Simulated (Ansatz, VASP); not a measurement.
## Two plane-wave programs on Ru

```
CELL_PARAMETERS angstrom
2.72491 0.00000 0.00000
-1.36246 2.35984 0.00000
0.00000 0.00000 4.28509
ATOMIC_POSITIONS crystal
Ru 0.66667 0.33333 0.75000
Ru 0.33333 0.66667 0.25000
```

Alike in both runs: task relaxation of cell and atoms; functional PBE; k mesh 18 × 18 × 10; occupations gaussian, width 0.1 eV; no spin polarisation.

```csv
,VASP,Ansatz
version,VASP 6.6.1,Ansatz 0.2.0
potentials or method,"VASP PAW PBE potentials, release 64 (Ru_pv), cutoff 600 eV","scalar-relativistic, plane waves, PAW"
valence electrons in the cell,28,32
```

VASP gave:

```
gap on the k mesh at the Fermi level, each at its own relaxed structure (eV) : none
relaxed volume (Å³/atom)                                                     : 13.76
relaxed length of the cell vector where the two differ most in proportion (Å)              : 2.719
```

Estimate Ansatz's values.

gap on the k mesh at the Fermi level, each at its own relaxed structure (eV): none; relaxed volume (Å³/atom): 13.77; relaxed length of the cell vector where the two differ most in proportion (Å): 2.720.

A gap of «none» marks a metal or a gap that the smearing closes. VASP's potentials hold 28 valence electrons a cell and Ansatz's 32, so a difference there can come from the potentials and not from the codes.
